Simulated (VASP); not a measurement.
# CdS (Imm2) in VASP: notebook, part 2 of 2

VASP 6.6.1. The steps go on from the part before.

## 4. Single point, r2SCAN (strain +0.0375 x Voigt [0, 0, 0, 0, 1, 0])

File POSCAR:

```
CdS
1.0
    0.0545625000      2.9100000000      2.9100000000
    2.9645625000      0.0000000000      2.9645625000
    2.9100000000      2.9100000000      0.0545625000
Cd S
1 1
Direct
    0.0000000000      0.0000000000      0.0000000000
    0.7500000000      0.7500000000      0.7500000000
```

File INCAR.step1:

```
  ALGO = Normal
  EDIFF = 1E-4
  ENCUT = 520
  GGA = PE
  ISMEAR = 0
  LASPH = True
  LCHARG = False
  LREAL = False
  LWAVE = True
  NBANDS = 16
  NELM = 100
  PREC = Accurate
  SIGMA = 0.05
```

File INCAR.step2:

```
  ALGO = Normal
  EDIFF = 1E-6
  ENCUT = 520
  ISIF = 2
  ISMEAR = 0
  ISTART = 1
  LASPH = True
  LCHARG = False
  LMIXTAU = True
  LREAL = False
  LWAVE = False
  METAGGA = R2SCAN
  NBANDS = 16
  NELM = 100
  PREC = Accurate
  SIGMA = 0.05
```

File KPOINTS:

```
k-points
0
Gamma
  8 8 8
```

Potentials or basis: VASP PAW PBE potentials, release 64 (Cd, S).

The run is started by

```sh
cat potpaw_PBE.64/Cd/POTCAR potpaw_PBE.64/S/POTCAR > POTCAR
cp INCAR.step1 INCAR
mpirun -np 1 vasp_std > vasp.out
cp INCAR.step2 INCAR
mpirun -np 1 vasp_std > vasp.out
```

OUTCAR:

```text
EDIFF = 1E-6
   ENCUT = 520
   ISIF = 2
   ISMEAR = 0
   ISTART = 1
   LASPH = True
   LREAL = False
   METAGGA = R2SCAN
   NELM = 100
   PREC = Accurate

 ion  position               nearest neighbor table
   1  0.000  0.000  0.000-   2 2.49   2 2.49   2 2.55   2 2.55
   2  0.750  0.750  0.750-   1 2.49   1 2.49   1 2.55   1 2.55

  LATTYP: Found a body centered orthorhombic cell.
 ALAT       =     4.0381984390
 B/A-ratio  =     1.0382165605
 C/A-ratio  =     1.4412367515
[... 194 lines left out ...]
      5      -6.3602      2.00000
      6      -6.3591      2.00000
[... 433 lines left out ...]
      3      -6.6561      2.00000
      4      -6.5510      2.00000
      5      -6.3018      2.00000
      6      -6.2436      2.00000
[... 8 lines left out ...]
     15      13.9254      0.00000
     16      16.0980      0.00000

 [... further k-points ...]
[... 5 lines left out ...]
  --------------------------------------------------------------------------------------
  -------------------------------------------------------------------------------------
  Total        0.7432205      0.7385238      0.7432205      0.0000000      0.0000000     -0.6822453
  in kB       24.1697430     24.0170026     24.1697430      0.0000000      0.0000000    -22.1868100
  external PRESSURE =      24.1188296 kB  Pullay stress =       0.0000000 kB

 VOLUME and BASIS-vectors are now :
 -----------------------------------------------------------------------------
  energy-cutoff  :      520.00
  volume of cell :       49.27
      direct lattice vectors                 reciprocal lattice vectors
     0.054562500  2.910000000  2.910000000    -0.175104516  0.171821306  0.175104516
     2.964562500  0.000000000  2.964562500     0.168658951 -0.171821306  0.168658951
     2.910000000  2.910000000  0.054562500     0.175104516  0.171821306 -0.175104516

 POSITION                                       TOTAL-FORCE (eV/Angst)
 -----------------------------------------------------------------------------------
      0.00000      0.00000      0.00000        -0.000000     -0.287657     -0.000000
      4.44684      4.36500      4.44684         0.000000      0.287657      0.000000
 -----------------------------------------------------------------------------------
    total drift:                                0.000004     -0.000282      0.000004

  FREE ENERGIE OF THE ION-ELECTRON SYSTEM (eV)
  ---------------------------------------------------
  free  energy   TOTEN  =       -29.6609956538 eV

  energy  without entropy=      -29.6609956538  energy(sigma->0) =      -29.66099565
```

OSZICAR.step1:

```text
N       E                     dE             d eps       ncg     rms          rms(c)
DAV:   1     0.108366188055E+03    0.10837E+03   -0.91264E+03  3136   0.103E+03
DAV:   2    -0.250260152804E+01   -0.11087E+03   -0.10448E+03  3712   0.253E+02
DAV:   3    -0.662137973652E+01   -0.41188E+01   -0.41113E+01  3792   0.512E+01
DAV:   4    -0.664653939524E+01   -0.25160E-01   -0.25157E-01  3824   0.390E+00
DAV:   5    -0.664687426049E+01   -0.33487E-03   -0.33486E-03  3816   0.425E-01    0.829E+00
DAV:   6    -0.612058545414E+01    0.52629E+00   -0.83470E-01  4608   0.117E+01    0.662E+00
DAV:   7    -0.610089452740E+01    0.19691E-01   -0.20348E-01  3960   0.309E+00    0.319E+00
DAV:   8    -0.610117954086E+01   -0.28501E-03   -0.18734E-02  3728   0.174E+00    0.319E-01
DAV:   9    -0.610109275358E+01    0.86787E-04   -0.21839E-03  3736   0.700E-01    0.583E-02
DAV:  10    -0.610120803501E+01   -0.11528E-03   -0.24693E-04  3840   0.165E-01    0.647E-02
DAV:  11    -0.610128852880E+01   -0.80494E-04   -0.12316E-04  3448   0.906E-02
   1 F= -.61012885E+01 E0= -.61012885E+01  d E =-.272223E-18
```

Run time: 4.3 min. Hardware: 1 thread of Intel Xeon 8259CL, shared host; peak memory 0.23 GiB.

What came out:

```yaml
Free_energy: -29.6610 eV
Pressure: 2.4 GPa
Largest_force: 0.288 eV/Å
Band_gap_on_the_k_mesh: 1.54 eV
```

Forces on the atoms (eV/Å):
```
Cd   0.000 -0.288  0.000
S    0.000  0.288  0.000
```

Levels at points of the mesh, in eV from the valence-band top:
```
           k point  band 7  band 8  band 9  band 10  band 11  band 12
(0.00, 0.00, 0.00)   -0.12   -0.08    0.00     1.54     6.76     7.02
(0.50, 0.00, 0.00)   -4.58   -0.92   -0.90     3.34     7.22     7.43
(0.00, 0.50, 0.00)   -4.57   -0.80   -0.76     3.50     7.38     7.62
(0.50, 0.50, 0.00)   -4.08   -2.02   -2.01     3.77     4.70     9.72
(0.50, 0.00, 0.50)   -4.08   -2.17   -1.86     3.71     4.76     9.77
```

Caveat: the cell differs from its parent crystal (strain +0.0375 x Voigt [0, 0, 0, 0, 1, 0]); the PAW data sets were made with another functional, which shifts forces and pressure a little.

## 5. Single point, r2SCAN (strain +0.0225 x Voigt [0, 0, 0, 0, 1, 0])

File POSCAR:

```
CdS
1.0
    0.0327375000      2.9100000000      2.9100000000
    2.9427375000      0.0000000000      2.9427375000
    2.9100000000      2.9100000000      0.0327375000
Cd S
1 1
Direct
    0.0000000000      0.0000000000      0.0000000000
    0.7500000000      0.7500000000      0.7500000000
```

File INCAR.step1:

```
SYSTEM = CdS
PREC = Accurate
ENCUT = 520
ISMEAR = 0
SIGMA = 0.05
LREAL = .FALSE.
LASPH = .TRUE.
NELM = 100
NBANDS = 16
GGA = PE
ALGO = Normal
EDIFF = 1E-4
LWAVE = .TRUE.
LCHARG = .FALSE.
```

File INCAR.step2:

```
SYSTEM = CdS
PREC = Accurate
ENCUT = 520
EDIFF = 1E-7
ISMEAR = 0
SIGMA = 0.05
LREAL = .FALSE.
LASPH = .TRUE.
NELM = 100
ALGO = Normal
ISIF = 2
LWAVE = .FALSE.
LCHARG = .FALSE.
METAGGA = R2SCAN
LMIXTAU = .TRUE.
NBANDS = 16
ISTART = 1
```

File KPOINTS:

```
Automatic mesh
0
G
  8 8 8
  0 0 0
```

The run is started by

```sh
cat potpaw_PBE.64/Cd/POTCAR potpaw_PBE.64/S/POTCAR > POTCAR
cp INCAR.step1 INCAR
mpirun -np 1 vasp_std > vasp.out
cp INCAR.step2 INCAR
mpirun -np 1 vasp_std > vasp.out
```

It took 5.1 min on 1 thread of Intel Xeon 8259CL, shared host; peak memory 0.23 GiB.

It converged, with:

* Free energy: -29.6693 eV
* Pressure: 2.3 GPa
* Largest force: 0.172 eV/Å
* Band gap on the k mesh: 1.57 eV

Forces in eV/Å, atoms in the order of the input:
```
Cd   0.000 -0.172  0.000
S    0.000  0.172  0.000
```

Stress tensor (GPa, compression positive):
```
 2.32  0.00 -1.33
 0.00  2.32  0.00
-1.33  0.00  2.32
```

Levels at points of the mesh, in eV from the valence-band top:
| k point | band 7 | band 8 | band 9 | band 10 | band 11 | band 12 |
| --- | --- | --- | --- | --- | --- | --- |
| (0.00, 0.00, 0.00) | -0.07 | -0.04 | 0.00 | 1.57 | 6.88 | 7.04 |
| (0.50, 0.00, 0.00) | -4.55 | -0.86 | -0.85 | 3.40 | 7.33 | 7.45 |
| (0.00, 0.50, 0.00) | -4.54 | -0.79 | -0.77 | 3.50 | 7.42 | 7.56 |
| (0.50, 0.50, 0.00) | -4.05 | -1.99 | -1.99 | 3.79 | 4.72 | 9.78 |
| (0.50, 0.00, 0.50) | -4.05 | -2.08 | -1.89 | 3.77 | 4.75 | 9.79 |

Caveat: the cell differs from its parent crystal (strain +0.0225 x Voigt [0, 0, 0, 0, 1, 0]); the PAW data sets were made with another functional, which shifts forces and pressure a little.

## 6. Single point, r2SCAN (strain +0.0075 x Voigt [0, 0, 0, 0, 1, 0])

File POSCAR:

```
CdS
1.0
    0.0109125000      2.9100000000      2.9100000000
    2.9209125000      0.0000000000      2.9209125000
    2.9100000000      2.9100000000      0.0109125000
Cd S
1 1
Direct
    0.0000000000      0.0000000000      0.0000000000
    0.7500000000      0.7500000000      0.7500000000
```

File INCAR.step1:

```
PREC = Accurate
ENCUT = 520
ISMEAR = 0
SIGMA = 0.05
LREAL = F
LASPH = T
NELM = 100
NBANDS = 16
GGA = PE
ALGO = Normal
EDIFF = 1E-4
LWAVE = T
LCHARG = F
```

File INCAR.step2:

```
PREC = Accurate
ENCUT = 520
EDIFF = 1E-6
ISMEAR = 0
SIGMA = 0.05
LREAL = F
LASPH = T
NELM = 100
ALGO = Normal
ISIF = 2
LWAVE = F
LCHARG = F
METAGGA = R2SCAN
LMIXTAU = T
NBANDS = 16
ISTART = 1
```

File KPOINTS:

```
Automatic mesh
0
Gamma
  8 8 8
```

Potentials or basis: VASP PAW PBE potentials, release 64 (Cd, S).

The run is started by

```sh
cat potpaw_PBE.64/Cd/POTCAR potpaw_PBE.64/S/POTCAR > POTCAR
cp INCAR.step1 INCAR
mpirun -np 1 vasp_std > vasp.out
cp INCAR.step2 INCAR
mpirun -np 1 vasp_std > vasp.out
```

OUTCAR:

```text
PREC = Accurate
   ENCUT = 520
   EDIFF = 1E-6
   ISMEAR = 0
   LREAL = F
   LASPH = T
   NELM = 100
   ISIF = 2
   METAGGA = R2SCAN
   ISTART = 1

 ion  position               nearest neighbor table
   1  0.000  0.000  0.000-   2 2.51   2 2.51   2 2.53   2 2.53
   2  0.750  0.750  0.750-   1 2.51   1 2.51   1 2.53   1 2.53

  LATTYP: Found a body centered orthorhombic cell.
 ALAT       =     4.0999288610
 B/A-ratio  =     1.0075282309
 C/A-ratio  =     1.4195368255

  Lattice vectors:

[... 191 lines left out ...]
      5      -6.3597      2.00000
      6      -6.3597      2.00000
[... 433 lines left out ...]
      3      -6.6525      2.00000
      4      -6.5528      2.00000
      5      -6.2997      2.00000
      6      -6.2448      2.00000
[... 8 lines left out ...]
     15      13.9447      0.00000
     16      16.0284      0.00000

 [... further k-points ...]
[... 5 lines left out ...]
  --------------------------------------------------------------------------------------
  -------------------------------------------------------------------------------------
  Total        0.7010735      0.7009340      0.7010735      0.0000000      0.0000000     -0.1363247
  in kB       22.7914156     22.7868807     22.7914156      0.0000000      0.0000000     -4.4318219
  external PRESSURE =      22.7899040 kB  Pullay stress =       0.0000000 kB

 VOLUME and BASIS-vectors are now :
 -----------------------------------------------------------------------------
  energy-cutoff  :      520.00
  volume of cell :       49.28
      direct lattice vectors                 reciprocal lattice vectors
     0.010912500  2.910000000  2.910000000    -0.172468061  0.171821306  0.172468061
     2.920912500  0.000000000  2.920912500     0.171179383 -0.171821306  0.171179383
     2.910000000  2.910000000  0.010912500     0.172468061  0.171821306 -0.172468061

 POSITION                                       TOTAL-FORCE (eV/Angst)
 -----------------------------------------------------------------------------------
      0.00000      0.00000      0.00000         0.000000     -0.056971     -0.000000
      4.38137      4.36500      4.38137         0.000000      0.056971      0.000000
 -----------------------------------------------------------------------------------
    total drift:                                0.000005      0.000453      0.000005

  FREE ENERGIE OF THE ION-ELECTRON SYSTEM (eV)
  ---------------------------------------------------
  free  energy   TOTEN  =       -29.6735130946 eV

  energy  without entropy=      -29.6735130946  energy(sigma->0) =      -29.67351309
```

OUTCAR.step1:

```text
PREC = Accurate
   ENCUT = 520
   ISMEAR = 0
   LREAL = F
   LASPH = T
[... 678 lines left out ...]
 -----------------------------------------------------------------------------------
      0.00000      0.00000      0.00000        -0.000000     -0.055934     -0.000000
      4.38137      4.36500      4.38137         0.000000      0.055934      0.000000
 -----------------------------------------------------------------------------------
    total drift:                                0.000000      0.000531      0.000000

  FREE ENERGIE OF THE ION-ELECTRON SYSTEM (eV)
  ---------------------------------------------------
  free  energy   TOTEN  =        -6.1136167705 eV

  energy  without entropy=       -6.1136167705  energy(sigma->0) =       -6.11361677
```

It took 4.2 min on 1 thread of Intel Xeon 8259CL, shared host; peak memory 0.23 GiB.

Results:

| Quantity | Value |
| --- | --- |
| Free energy | -29.6735 eV |
| Pressure | 2.3 GPa |
| Largest force | 0.057 eV/Å |
| Band gap on the k mesh | 1.60 eV |

Forces in eV/Å, atoms in the order of the input:
```
Cd   0.000 -0.057  0.000
S    0.000  0.057  0.000
```

Levels at points of the mesh, in eV from the valence-band top:
| k point | band 5 | band 6 | band 7 | band 8 | band 9 | band 10 | band 11 | band 12 | band 13 | band 14 |
| --- | --- | --- | --- | --- | --- | --- | --- | --- | --- | --- |
| (0.00, 0.00, 0.00) | -7.48 | -7.48 | -0.02 | -0.01 | 0.00 | 1.60 | 7.01 | 7.06 | 7.11 | 11.99 |
| (0.50, 0.00, 0.00) | -7.44 | -7.09 | -4.52 | -0.81 | -0.80 | 3.46 | 7.43 | 7.47 | 7.93 | 11.58 |
| (0.00, 0.50, 0.00) | -7.44 | -7.09 | -4.52 | -0.78 | -0.77 | 3.49 | 7.46 | 7.51 | 7.89 | 11.61 |
| (0.50, 0.50, 0.00) | -7.39 | -7.02 | -4.02 | -1.96 | -1.96 | 3.82 | 4.75 | 9.82 | 11.58 | 11.58 |
| (0.50, 0.00, 0.50) | -7.39 | -7.02 | -4.02 | -1.99 | -1.93 | 3.82 | 4.75 | 9.82 | 11.56 | 11.60 |

Caveat: the cell differs from its parent crystal (strain +0.0075 x Voigt [0, 0, 0, 0, 1, 0]); the PAW data sets were made with another functional, which shifts forces and pressure a little.

## 7. Summary

| cell | gap on the mesh (eV) | pressure (GPa) | largest force (eV/Å) |
| --- | --- | --- | --- |
| a = 4.115, b = 4.146 Å, angles 59.8, 59.5, 59.8°, 2 atoms | 1.58 | 2.3 | 0.11 |
| a = 4.116, b = 4.223 Å, angles 59.1, 58.3, 59.1°, 2 atoms | 1.50 | 2.5 | 0.40 |
| a = 4.116, b = 4.193 Å, angles 59.4, 58.8, 59.4°, 2 atoms | 1.54 | 2.4 | 0.29 |
| a = 4.115, b = 4.162 Å, angles 59.6, 59.3, 59.6°, 2 atoms | 1.57 | 2.3 | 0.17 |
| a = 4.115, b = 4.131 Å, angles 59.9, 59.8, 59.9°, 2 atoms | 1.60 | 2.3 | 0.06 |

Alike in all rows: task single point; level r2SCAN; potentials or basis VASP PAW PBE potentials, release 64 (Cd, S); no spin polarisation; k mesh 8 × 8 × 8; cutoff (eV) 520; smearing gaussian 0.05 eV.

Caveats: the PAW data sets were made with another functional, which shifts forces and pressure a little.

Total energies depend on the potentials used, so only differences within one code and one set of settings carry meaning.
